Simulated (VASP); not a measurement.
# TiAl3 (Pmm2) in VASP: a series of runs, part 2 of 2

VASP 6.6.1. Earlier steps stand in the parts before.

## 3. Single point, LDA (15.31 Å³/atom)

This run uses another cell than the first one, of 15.31 Å³/atom.

INCAR

```
SYSTEM = TiAl3
PREC = Accurate
ENCUT = 520
EDIFF = 1E-7
ISMEAR = -1
SIGMA = 0.05
LREAL = .FALSE.
LASPH = .TRUE.
NELM = 100
ALGO = Normal
ISIF = 2
LWAVE = .FALSE.
LCHARG = .TRUE.
LELF = .TRUE.
LVHAR = .TRUE.
NBANDS = 18
```

KPOINTS

```
Automatic mesh
0
G
  9 6 6
  0 0 0
```

POSCAR

```
TiAl3
1.0
    2.7817081424      0.0000000000      0.0000000000
    0.0000000000      4.5857011856      0.0000000000
    0.0000000000      0.0000000000      4.8006987856
Ti Al
1 3
Direct
    0.0000000000      0.5000000000      0.1659160000
    0.0000000000      0.0000000000      0.8359000000
    0.5000000000      0.0000000000      0.3309120000
    0.5000000000      0.5000000000      0.6672710000
```

Potentials or basis: VASP PAW LDA potentials, release 64 (Ti_sv, Al).

The run is started by

```
> cat potpaw_LDA.64/Ti_sv/POTCAR potpaw_LDA.64/Al/POTCAR > POTCAR
> mpirun -np 1 vasp_std > vasp.out
```

OUTCAR:

```text
SYSTEM = TiAl3
   PREC = Accurate
   ENCUT = 520
   EDIFF = 1E-7
   ISMEAR = -1
   LREAL = .FALSE.
   LASPH = .TRUE.
   NELM = 100
   ISIF = 2

 ion  position               nearest neighbor table
   1  0.000  0.500  0.166-   4 2.77   4 2.77   4 2.78   4 2.78   2 2.79   2 2.79   3 2.80   3 2.80
                             3 2.80   3 2.80
   2  0.000  0.000  0.836-   3 2.75   3 2.75   1 2.79   1 2.79   3 2.79   3 2.79   4 2.80   4 2.80
                             4 2.80   4 2.80
   3  0.500  0.000  0.331-   2 2.75   2 2.75   2 2.79   2 2.79   1 2.80   1 2.80   1 2.80   1 2.80
                             4 2.80   4 2.80
   4  0.500  0.500  0.667-   1 2.77   1 2.77   1 2.78   1 2.78   2 2.80   2 2.80   2 2.80   2 2.80
                             3 2.80   3 2.80

  LATTYP: Found a simple orthorhombic cell.
 ALAT       =     2.7817081424
 B/A-ratio  =     1.6485198845
 C/A-ratio  =     1.7258096608

  Lattice vectors:

 A1 = (   2.7817081424,   0.0000000000,   0.0000000000)
 A2 = (   0.0000000000,   4.5857011856,   0.0000000000)
 A3 = (   0.0000000000,   0.0000000000,   4.8006987856)

Analysis of symmetry for initial positions (statically):
=====================================================================
 Subroutine PRICEL returns:
 Original cell was already a primitive cell.

 Routine SETGRP: Setting up the symmetry group for a
 simple orthorhombic supercell.

 Subroutine GETGRP returns: Found  4 space group operations
 (whereof  4 operations were pure point group operations)
 out of a pool of  8 trial point group operations.

The static configuration has the point symmetry C_2v.

Analysis of symmetry for dynamics (positions and initial velocities):
=====================================================================
 Subroutine PRICEL returns:
 Original cell was already a primitive cell.

 Routine SETGRP: Setting up the symmetry group for a
 simple orthorhombic supercell.

 Subroutine GETGRP returns: Found  4 space group operations
 (whereof  4 operations were pure point group operations)
 out of a pool of  8 trial point group operations.

The dynamic configuration has the point symmetry C_2v.

 Subroutine INISYM returns: Found  4 space group operations
 (whereof  4 operations are pure point group operations),
 and found     1 'primitive' translations

----------------------------------------------------------------------------------------

                                     Primitive cell

  volume of cell :      61.2381

  direct lattice vectors                    reciprocal lattice vectors
     2.781708142  0.000000000  0.000000000     0.359491344  0.000000000  0.000000000
     0.000000000  4.585701186  0.000000000     0.000000000  0.218069159  0.000000000
     0.000000000  0.000000000  4.800698786     0.000000000  0.000000000  0.208303009

  length of vectors
     2.781708142  4.585701186  4.800698786     0.359491344  0.218069159  0.208303009

  position of ions in fractional coordinates (direct lattice)
     0.000000000  0.500000000  0.165916000
     0.000000000  0.000000000  0.835900000
     0.500000000  0.000000000  0.330912000
     0.500000000  0.500000000  0.667271000

  ion indices of the primitive-cell ions
   primitive index   ion index
                 1           1
                 2           2
                 3           3
                 4           4

----------------------------------------------------------------------------------------

 KPOINTS: Automatic mesh

Automatic generation of k-mesh.
 Grid dimensions read from file:
 generate k-points for:    9    6    6

 Generating k-lattice:

  Cartesian coordinates                     Fractional coordinates (reciprocal lattice)
     0.039943483  0.000000000  0.000000000     0.111111111  0.000000000  0.000000000
     0.000000000  0.036344860  0.000000000     0.000000000  0.166666667  0.000000000
     0.000000000  0.000000000  0.034717168     0.000000000  0.000000000  0.166666667

  Length of vectors
     0.039943483  0.036344860  0.034717168

  Shift w.r.t. Gamma in fractional coordinates (k-lattice)
     0.000000000  0.000000000  0.000000000

 Subroutine IBZKPT returns following result:
 ===========================================

 Found     80 irreducible k-points:

 Following reciprocal coordinates:
            Coordinates               Weight
  0.000000  0.000000  0.000000      1.000000
  0.111111  0.000000  0.000000      2.000000
  0.222222  0.000000  0.000000      2.000000
  0.333333  0.000000  0.000000      2.000000
  0.444444  0.000000  0.000000      2.000000
  0.000000  0.166667  0.000000      2.000000
[... 16 lines left out ...]
  0.222222  0.000000  0.166667      4.000000
  0.333333  0.000000  0.166667      4.000000
 [... further k-points ...]
   k-points           NKPTS =     80   k-points in BZ     NKDIM =     80   number of bands    NBANDS=     18
   number of dos      NEDOS =    301   number of ions     NIONS =      4
   total plane-waves  NPLWV =  31104
   dimension x,y,z NGX =    24 NGY =   36 NGZ =   36
   dimension x,y,z NGXF=    48 NGYF=   72 NGZF=   72
   ions per type =               1   3
   NGX,Y,Z   is equivalent  to a cutoff of  14.34, 13.05, 12.47 a.u.
   NGXF,Y,Z  is equivalent  to a cutoff of  28.69, 26.10, 24.93 a.u.
 SYSTEM =  TiAl3
   PREC   = accura    normal or accurate (medium, high low for compatibility)
   ISTART =      0    job   : 0-new  1-cont  2-samecut
   ICHARG =      2    charge: 1-file 2-atom 10-const
   ISPIN  =      1    spin polarized calculation?
   LNONCOLLINEAR =      F non collinear calculations
   LSORBIT =      F    spin-orbit coupling
   LASPH  =      T    aspherical Exc in radial PAW
   ENCUT  =  520.0 eV  38.22 Ry    6.18 a.u.   5.17  8.53  8.93*2*pi/ulx,y,z
   NELM   =    100;   NELMIN=  2; NELMDL= -5     # of ELM steps
   EDIFF  = 0.1E-06   stopping-criterion for ELM
   LREAL  =      F    real-space projection
   EDIFFG = 0.1E-05   stopping-criterion for IOM
   NSW    =      0    number of steps for IOM
   IBRION =     -1    ionic relax: 0-MD 1-quasi-New 2-CG
   NFREE  =      0    steps in history (QN), initial steepest desc. (CG)
   ISIF   =      2    stress and relaxation
   ISYM   =      2    0-nonsym 1-usesym 2-fastsym
   POTIM  = 0.5000    time-step for ionic-motion
   TEBEG  =    0.0;   TEEND  =   0.0 temperature during run
   PSTRESS=    0.0 pullay stress
   NELECT =      21.0000    total number of electrons
   NUPDOWN=      -1.0000    fix difference up-down
   EMIN   =  10.00;   EMAX   =-10.00  energy-range for DOS
   EFERMI =   0.00;   METHOD = LEGACY
   ISMEAR =    -1;   SIGMA  =   0.05  broadening in eV -4-tet -1-fermi 0-gaus
   EFERMI_NEDOS =   21; number of points for ismear=-14 and -15
   IALGO  =     38    algorithm
   IMIX   =      4    mixing-type and parameters
     AMIX     =   0.40;   BMIX     =  1.00
     AMIX_MAG =   1.60;   BMIX_MAG =  1.00
  volume/ion in A,a.u.               =      15.31       103.31
  Fermi-wavevector in a.u.,A,eV,Ry     =   1.145884  2.165407 17.865133  1.313050
  Thomas-Fermi vector in A             =   2.282571
   LORBIT       =      0    0 simple, 1 ext, 2 COOP (PROOUT), +10 PAW based schemes
   GGA     = CA    functional components
   LHFCALC =     F    Hartree Fock is set to
   AEXX    =    0.0000 exact exchange contribution
   IVDW    =     0    specifies the selected vdW correction
   LEPSILON=     F    determine dielectric tensor
   LRPA    =     F    only Hartree local field effects (RPA)
 non-spin polarized calculation
  energy-cutoff  :      520.00
  volume of cell :       61.24
 maximum number of plane-waves:      1676
 NGX is ok and might be reduce to    24
   NGX = 11   NGY = 17   NGZ = 17

 number of electron      21.0000000 magnetization

 Free energy of the ion-electron system (eV)
  ---------------------------------------------------
  ext. energy  EPLUGINS =         0.00000000
  ---------------------------------------------------
  free energy    TOTEN  =       -22.13087722 eV

  energy without entropy =      -22.10971453  energy(sigma->0) =      -22.12029588

 E-fermi :   8.4637     XC(G=0): -11.0700

 val. band max:        8.4473821452   @ k =   0.2222   0.5000   0.3333
 cond. band min:       8.4756237742   @ k =   0.1111   0.3333   0.5000
 fundamental gap:      0.0282416290
 Fermi energy:         8.4636871808

 k-point     1 :       0.0000    0.0000    0.0000
  band No.  band energies     occupation
      1     -47.1785      2.00000
      2     -23.9072      2.00000
      3     -23.9056      2.00000
      4     -23.4826      2.00000
      5      -1.9618      2.00000
      6       3.2545      2.00000
[... 481 lines left out ...]
      5       0.3144      2.00000
      6       4.1717      2.00000
[... 10 lines left out ...]
     17      12.5713      0.00000
     18      13.7284      0.00000

 [... further k-points ...]
[... 5 lines left out ...]
  --------------------------------------------------------------------------------------
  -------------------------------------------------------------------------------------
  Total       -0.3938527      0.9283371      0.9387605      0.0000000      0.0000000      0.0000000
  in kB      -10.3043992     24.2881548     24.5608625      0.0000000      0.0000000      0.0000000
  external PRESSURE =      12.8482060 kB  Pullay stress =       0.0000000 kB

 VOLUME and BASIS-vectors are now :
 -----------------------------------------------------------------------------
  energy-cutoff  :      520.00
  volume of cell :       61.24
      direct lattice vectors                 reciprocal lattice vectors
     2.781708142  0.000000000  0.000000000     0.359491344  0.000000000  0.000000000
     0.000000000  4.585701186  0.000000000     0.000000000  0.218069159  0.000000000
     0.000000000  0.000000000  4.800698786     0.000000000  0.000000000  0.208303009

 POSITION                                       TOTAL-FORCE (eV/Angst)
 -----------------------------------------------------------------------------------
      0.00000      2.29285      0.79651         0.000000      0.000000     -0.027926
      0.00000      0.00000      4.01290         0.000000      0.000000      0.060687
      1.39085      0.00000      1.58861         0.000000      0.000000      0.003590
      1.39085      2.29285      3.20337         0.000000      0.000000     -0.036351
 -----------------------------------------------------------------------------------
    total drift:                                0.000000      0.000000     -0.000007

  FREE ENERGIE OF THE ION-ELECTRON SYSTEM (eV)
  ---------------------------------------------------
  free  energy   TOTEN  =       -22.1308772247 eV

  energy  without entropy=      -22.1097145332  energy(sigma->0) =      -22.12029588
```

stdout:

```text
POSCAR found type information on POSCAR TiAl
 POSCAR found :  2 types and       4 ions
 scaLAPACK will be used
 LDA part: xc-table for (Slater(with rela. corr.)+CA(PZ))
 , standard interpolation
 POSCAR, INCAR and KPOINTS ok, starting setup
 FFT: planning ... GRIDC
 FFT: planning ... GRID_SOFT
 FFT: planning ... GRID
 WAVECAR not read
 entering main loop
```

It took 1.9 min on 1 thread of Intel Xeon 8259CL, shared host; peak memory 0.21 GiB.

What came out:

```
Free energy            : -22.1309 eV
Pressure               : 1.3 GPa
Largest force          : 0.061 eV/Å
Band gap on the k mesh : zero (an odd number of electrons rules out a gap without spin polarisation)
```

Forces in eV/Å, atoms in the order of the input:
```
Ti   0.000  0.000 -0.028
Al   0.000  0.000  0.061
Al   0.000  0.000  0.004
Al   0.000  0.000 -0.036
```

Stress tensor (GPa, compression positive):
```
-1.03  0.00  0.00
 0.00  2.43  0.00
 0.00  0.00  2.46
```

## 4. Single point, LDA (15.64 Å³/atom)

This run uses another cell than the first one, of 15.64 Å³/atom.

INCAR

```
PREC = Accurate
ENCUT = 520
EDIFF = 1E-7
ISMEAR = -1
SIGMA = 0.05
LREAL = False
LASPH = True
NELM = 80
ALGO = Normal
ISIF = 2
LWAVE = False
LCHARG = True
GGA = CA
LELF = True
LVHAR = True
NBANDS = 18
```

KPOINTS

```
regular mesh
0
Gamma
  9 6 6
```

POSCAR

```
TiAl3
1.0
    2.8012982818      0.0000000000      0.0000000000
    0.0000000000      4.6179959200      0.0000000000
    0.0000000000      0.0000000000      4.8345076374
Ti Al
1 3
Direct
    0.0000000000      0.5000000000      0.1659160000
    0.0000000000      0.0000000000      0.8359000000
    0.5000000000      0.0000000000      0.3309120000
    0.5000000000      0.5000000000      0.6672710000
```

Potentials or basis: VASP PAW LDA potentials, release 64 (Ti_sv, Al).

The run is started by

```
> cat potpaw_LDA.64/Ti_sv/POTCAR potpaw_LDA.64/Al/POTCAR > POTCAR
> mpirun -np 1 vasp_std > vasp.out
```

OUTCAR:

```text
PREC = Accurate
   ENCUT = 520
   EDIFF = 1E-7
   ISMEAR = -1
   LREAL = False
   LASPH = True
   NELM = 80
   ISIF = 2
   GGA = CA

 ion  position               nearest neighbor table
   1  0.000  0.500  0.166-   4 2.79   4 2.79   4 2.80   4 2.80   2 2.81   2 2.81   3 2.82   3 2.82
                             3 2.82   3 2.82
   2  0.000  0.000  0.836-   3 2.77   3 2.77   1 2.81   1 2.81   3 2.81   3 2.81   4 2.82   4 2.82
                             4 2.82   4 2.82
   3  0.500  0.000  0.331-   2 2.77   2 2.77   2 2.81   2 2.81   1 2.82   1 2.82   1 2.82   1 2.82
[... 704 lines left out ...]
 [... further k-points ...]
[... 5 lines left out ...]
  --------------------------------------------------------------------------------------
  -------------------------------------------------------------------------------------
  Total       -1.2692743      0.0626403      0.0081915      0.0000000      0.0000000      0.0000000
  in kB      -32.5162843      1.6047205      0.2098489      0.0000000      0.0000000      0.0000000
  external PRESSURE =     -10.2339050 kB  Pullay stress =       0.0000000 kB

 VOLUME and BASIS-vectors are now :
 -----------------------------------------------------------------------------
  energy-cutoff  :      520.00
  volume of cell :       62.54
      direct lattice vectors                 reciprocal lattice vectors
     2.801298282  0.000000000  0.000000000     0.356977337  0.000000000  0.000000000
     0.000000000  4.617995920  0.000000000     0.000000000  0.216544150  0.000000000
     0.000000000  0.000000000  4.834507637     0.000000000  0.000000000  0.206846296

 POSITION                                       TOTAL-FORCE (eV/Angst)
 -----------------------------------------------------------------------------------
      0.00000      2.30900      0.80212         0.000000      0.000000     -0.037853
      0.00000      0.00000      4.04116         0.000000      0.000000      0.069213
      1.40065      0.00000      1.59980         0.000000      0.000000     -0.006124
      1.40065      2.30900      3.22593         0.000000      0.000000     -0.025236
 -----------------------------------------------------------------------------------
    total drift:                               -0.000000      0.000000      0.000119

  FREE ENERGIE OF THE ION-ELECTRON SYSTEM (eV)
  ---------------------------------------------------
  free  energy   TOTEN  =       -22.1319295913 eV

  energy  without entropy=      -22.1104539640  energy(sigma->0) =      -22.12119178
```

stdout:

```text
POSCAR found type information on POSCAR TiAl
 POSCAR found :  2 types and       4 ions
 scaLAPACK will be used
 LDA part: xc-table for (Slater(with rela. corr.)+CA(PZ))
 , standard interpolation
 POSCAR, INCAR and KPOINTS ok, starting setup
 FFT: planning ... GRIDC
 FFT: planning ... GRID_SOFT
 FFT: planning ... GRID
 WAVECAR not read
 entering main loop
```

It took 2 min on 1 thread of Intel Xeon 8259CL, shared host; peak memory 0.21 GiB.

What came out:

- Free energy: -22.1319 eV
- Pressure: -1.0 GPa
- Largest force: 0.069 eV/Å
- Band gap on the k mesh: zero (an odd number of electrons rules out a gap without spin polarisation)

Forces in eV/Å, atoms in the order of the input:
```
Ti   0.000  0.000 -0.038
Al   0.000  0.000  0.069
Al   0.000  0.000 -0.006
Al   0.000  0.000 -0.025
```

Levels at points of the mesh, in eV from the Fermi level:
```csv
k point,band 7,band 8,band 9,band 10,band 11,band 12,band 13,band 14,band 15,band 16
"(0.00, 0.00, 0.00)",-3.84,-3.52,-2.62,-0.81,-0.39,2.42,2.50,2.85,2.93,3.23
"(0.00, 0.50, 0.00)",-3.56,-3.12,-1.98,-1.45,-0.15,2.33,2.44,2.78,3.24,4.82
"(0.00, 0.00, 0.50)",-3.47,-2.23,-2.10,-0.98,-0.29,2.31,2.36,2.51,3.36,4.27
"(0.00, 0.50, 0.50)",-7.11,-4.80,-0.17,-0.03,0.77,2.34,2.36,3.80,5.14,5.39
```

## 5. The runs side by side

```csv
level,potentials or basis,cell,k mesh,cutoff (eV),smearing,tolerance level,purpose,start,dipole correction,gap on the mesh (eV),pressure (GPa),largest force (eV/Å)
revPBE,"VASP PAW PBE potentials, release 64 (Ti_sv, Al)","a = 2.840, b = 4.681, c = 4.901 Å, 4 atoms",12 × 7 × 7,400,methfessel-paxton 0.1 eV,tight,restart,from scratch,-,none,1.3,0.05
LDA,"VASP PAW LDA potentials, release 64 (Ti_sv, Al)","a = 2.782, b = 4.586, c = 4.801 Å, 4 atoms",9 × 6 × 6,520,fermi-dirac 0.05 eV,-,-,-,no,none,1.3,0.06
LDA,"VASP PAW LDA potentials, release 64 (Ti_sv, Al)","a = 2.801, b = 4.618, c = 4.835 Å, 4 atoms",9 × 6 × 6,520,fermi-dirac 0.05 eV,-,-,-,no,none,-1.0,0.07
```

Alike in all rows: task single point; no spin polarisation.

Caveats: the PAW data sets were made with another functional, which shifts forces and pressure a little (at least some runs).

Absolute energies hang on the potentials; compare differences alone.
